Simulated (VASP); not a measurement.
A run of VASP 6.6.1 is set up as follows.

INCAR

```
SYSTEM = TiO
PREC     = Accurate       ! precision mode
ENCUT    = 520            ! plane-wave cutoff, eV
EDIFF    = 1E-6           ! SCF threshold, eV
ISMEAR   = 0              ! smearing method
SIGMA    = 0.15           ! smearing width, eV
LREAL    = .False.        ! projectors in reciprocal space
LASPH    = .True.         ! aspherical terms in the spheres
NELM     = 100            ! most SCF steps
ALGO     = Normal         ! electronic algorithm
ISIF     = 2              ! what is computed and relaxed
LWAVE    = .False.        ! write WAVECAR
LCHARG   = .True.         ! write CHGCAR
GGA      = PS             ! functional
LELF     = .True.         ! ELF
LVHAR    = .True.       
NBANDS   = 16             ! bands
```

KPOINTS

```
Automatic mesh
0
Gamma
  18 18 16
  0 0 0
```

The input POSCAR:

```
TiO
1.0
    2.7421000000      0.0000000000      0.0000000000
   -1.3710500000      2.3747282597      0.0000000000
    0.0000000000      0.0000000000      2.9055000000
Ti O
1 1
Direct
    0.6666666667      0.3333333333      0.0000000000
    0.0000000000      0.0000000000      0.5000000000
```

Potentials or basis: VASP PAW PBE potentials, release 64 (Ti_sv, O).

Run with:

```console
$ cat potpaw_PBE.64/Ti_sv/POTCAR potpaw_PBE.64/O/POTCAR > POTCAR
$ mpirun -np 1 vasp_std > vasp.out
```

Q: What does it give for the band gap on the k mesh?

A: Zero (band 9 reaches 11.48 eV, above the bottom of band 10 at 11.46 eV).

Q: What does it give for the pressure?

A: -1.6 GPa.

Stress tensor (GPa, compression positive):
```
  6.31   0.00   0.00
  0.00   6.31   0.00
  0.00   0.00 -17.34
```

Caveat: the PAW data sets were made with another functional, which shifts forces and pressure a little; semilocal functionals often make such compounds metallic where correlation or magnetic order opens a gap, which also shifts bond lengths.
